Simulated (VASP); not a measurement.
A run of VASP 6.6.1:

Contents of INCAR:

```
ALGO     = Normal         # electronic algorithm
EDIFF    = 1E-7           # SCF threshold, eV
ENCUT    = 520            # plane-wave cutoff, eV
GGA      = PE             # functional
ISIF     = 2              # what is computed and relaxed
ISMEAR   = -1             # smearing method
LASPH    = T              # aspherical terms in the spheres
LCHARG   = T              # write CHGCAR
LELF     = T              # ELF
LREAL    = F              # projectors in reciprocal space
LVHAR    = T            
LWAVE    = F              # write WAVECAR
NBANDS   = 60             # bands
NELM     = 60             # most SCF steps
PREC     = Accurate       # precision mode
SIGMA    = 0.02           # smearing width, eV
```

The input KPOINTS:

```
k-points
0
Gamma
  6 6 8
```

File POSCAR:

```
Si3Ge3N8
1.0
    7.8205132317      0.0000000000      0.0000000000
   -3.9102566159      6.7727631293      0.0000000000
    0.0000000000      0.0000000000      2.9901686613
Ge Si N
3 3 8
Direct
    0.2285507797      0.8294617145      0.5000000000
    0.1705382855      0.3990890652      0.5000000000
    0.6009109348      0.7714492203      0.5000000000
    0.4131326549      0.2374198758      0.0000000000
    0.8242872209      0.5868673451      0.0000000000
    0.7625801242      0.1757127791      0.0000000000
    0.3333333333      0.6666666667      0.5000000000
    0.6666666667      0.3333333333      0.0000000000
    0.9593780574      0.6548290965      0.5000000000
    0.2976273534      0.9823515488      0.0000000000
    0.6847241954      0.7023726466      0.0000000000
    0.3451709035      0.3045489609      0.5000000000
    0.0176484512      0.3152758046      0.0000000000
    0.6954510391      0.0406219426      0.5000000000
```

Potentials or basis: VASP PAW PBE potentials, release 64 (Ge_d, Si, N).

Command:

```console
$ cat potpaw_PBE.64/Ge_d/POTCAR potpaw_PBE.64/Si/POTCAR potpaw_PBE.64/N/POTCAR > POTCAR
$ mpirun -np 1 vasp_std > vasp.out
```

Hardware: 1 thread of Intel(R) Xeon(R) Platinum 8488C (Sapphire Rapids) (shared host).

Question: How long does it take, and how much memory?

Answer: Run time: 7 min on 1 thread of Intel(R) Xeon(R) Platinum 8488C (Sapphire Rapids), on a shared host, peak memory 0.44 GiB. Counts: scf iterations 17, k points 40.
